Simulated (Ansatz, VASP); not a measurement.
TiO2 in VASP and in Ansatz

```xyz
6
Lattice="2.6712 -2.6712 -0.0201 2.6712 2.6712 -0.0201 -2.6353 0.0000 4.8120" Properties=species:S:1:pos:R:3 pbc="T T T"
Ti    2.0123    2.0035    1.1829
Ti    0.6947   -2.0035    3.5889
O    -0.6440   -0.6679    3.1894
O     3.3510    0.6679    1.5823
O     2.0334   -0.6679    3.9883
O     0.6737    0.6679    0.7834
```

Alike in both runs: functional r2SCAN; k mesh 8 × 8 × 6; occupations gaussian, width 0.02 eV; no spin polarisation.

Ansatz relaxed the structure, and its values are those at the end. VASP's run is a single point on that final structure, the one shown.

|  | VASP | Ansatz |
| --- | --- | --- |
| version | VASP 6.6.1 | Ansatz 0.2.0 |
| potentials or method | VASP PAW PBE potentials, release 64 (Ti_sv, O), cutoff 520 eV | scalar-relativistic, plane waves, PAW |
| valence electrons in the cell | 48 | 48 |

VASP gave:

```
gap on the k mesh at the Fermi level (eV) : 2.59
least direct gap on the mesh (eV)         : 2.90
pressure (GPa)                            : 1.2
rms of the force components (eV/Å)        : 0.012
```

**Question.** Estimate Ansatz's values.

**Answer.** gap on the k mesh at the Fermi level (eV): 2.57; least direct gap on the mesh (eV): 2.87; pressure (GPa): 0.0; rms of the force components (eV/Å): 0.000.

VASP's potentials were made for PBE, not for r2SCAN.
